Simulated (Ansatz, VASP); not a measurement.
## Eu in VASP and in Ansatz

The input INCAR:

```
  PREC = Accurate
  ENCUT = 520
  EDIFF = 1E-6
  ISMEAR = -1
  SIGMA = 0.05
  LREAL = F
  LASPH = T
  NELM = 150
  ALGO = Normal
  ISIF = 2
  LWAVE = F
  LCHARG = F
  ISPIN = 2
  MAGMOM = 7
  LORBIT = 11
  LMAXMIX = 6
  GGA = PE
  NBANDS = 18
```

KPOINTS

```
regular mesh
0
Gamma
  10 10 10
```

POSCAR

```
Eu
1.0
   -2.0051271453      2.0051271453      2.0051271453
    2.0051271453     -2.0051271453      2.0051271453
    2.0051271453      2.0051271453     -2.0051271453
Eu
1
Direct
    0.0000000000      0.0000000000      0.0000000000
```

Input for Ansatz:

```yaml
crystal:
  lattice:
    - [-2.0051271453, 2.0051271453, 2.0051271453]
    - [2.0051271453, -2.0051271453, 2.0051271453]
    - [2.0051271453, 2.0051271453, -2.0051271453]
  atoms:
    - { symbol: Eu, position: [0.0, 0.0, 0.0], spin: 7.0 }
magnetization:
  spin_polarized: true
kpoints:
  mp_grid: { grid: [10, 10, 10] }
scf:
  occupations: { method: fermi_dirac, width: 0.05 }
hamiltonian:
  xc: pbe
  pseudopotentials: { kind: paw }
output:
  forces: true
  stress: true
  eigenvalues: true
  populations: true
```

Change from the starting cell: volume scaled by 0.66, PAW files.

Alike in both runs: task single point; functional PBE; k mesh 10 × 10 × 10; occupations fermi-dirac, width 0.05 eV; collinear spin.

```csv
,VASP,Ansatz
version,VASP 6.6.1,Ansatz 0.2.0
potentials or method,"VASP PAW PBE potentials, release 64 (Eu)","PAW with Ansatz's default frozen-core files, scalar-relativistic"
plane-wave cutoff (eV),520,420
valence electrons in the cell,17,17
```

```csv
,VASP,Ansatz,Ansatz less VASP
pressure (GPa),5.7,6.0,+0.25
net moment per atom (μB),7.18,7.19,+0.009
size of the moment on the site where the two differ most (μB),6.63,6.92,+0.287
```

Site moments also hang on the region over which each program counts them.

Spin-orbit coupling is off throughout.
